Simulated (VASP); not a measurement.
# Al9H in VASP: a series of runs, part 2 of 2

VASP 6.6.1. The steps go on from the part before.

### 5 The runs side by side

```tsv
cell	gap on the mesh (eV)	largest force (eV/Å)
as given, atomic positions A	none	4.89
as given, atomic positions B	none	1.65
as given, atomic positions C	none	2.77
```

Alike in all rows: task single point; level PBE; potentials or basis VASP PAW PBE potentials, release 64 (Al, H); no spin polarisation; k mesh 5 × 3 × 1; cutoff (eV) 520; smearing gaussian 0.1 eV.

Absolute energies hang on the potentials; compare differences alone.
